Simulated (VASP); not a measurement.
Input of a VASP 6.6.1 run:

Contents of INCAR:

```
  PREC = Accurate
  ENCUT = 600
  EDIFF = 1E-6
  ISMEAR = 0
  SIGMA = 0.1
  LREAL = False
  LASPH = True
  NELM = 60
  ALGO = Normal
  ISIF = 3
  LWAVE = False
  LCHARG = False
  GGA = PE
  IBRION = 2
  NSW = 100
  EDIFFG = -0.01
```

File KPOINTS:

```
Automatic mesh
0
Gamma
  6 6 6
```

File POSCAR:

```
Hf4F3
1.0
    4.9954848845      0.0000000000      0.0000000000
    0.0000000000      4.9954848845      0.0000000000
    0.0000000000      0.0000000000      4.9954848845
Hf F
4 3
Direct
    0.2922732211      0.7077267789      0.2922732211
    0.7077267789      0.2922732211      0.2922732211
    0.2922732211      0.2922732211      0.7077267789
    0.7077267789      0.7077267789      0.7077267789
    0.0000000000      0.0000000000      0.5000000000
    0.5000000000      0.0000000000      0.0000000000
    0.0000000000      0.5000000000      0.0000000000
```

Potentials or basis: VASP PAW PBE potentials, release 64 (Hf_pv, F).

Command:

```bash
$ cat potpaw_PBE.64/Hf_pv/POTCAR potpaw_PBE.64/F/POTCAR > POTCAR
$ mpirun -np 1 vasp_std > vasp.out
```

(1) What does it give for the relaxed volume?

(2) What does it give for the space group after relaxing (to 0.1 Å)?

(3) Estimate the relaxed cell.

## Answers

(1) 17.51 Å³/atom.

(2) P-43m (No. 215).

(3) a = 4.967 Å, b = 4.967 Å, c = 4.967 Å, α = 90.00°, β = 90.00°, γ = 90.00°.

Caveat: an odd number of electrons without spin polarisation forces a metal; a magnetic or distorted state may lie lower.
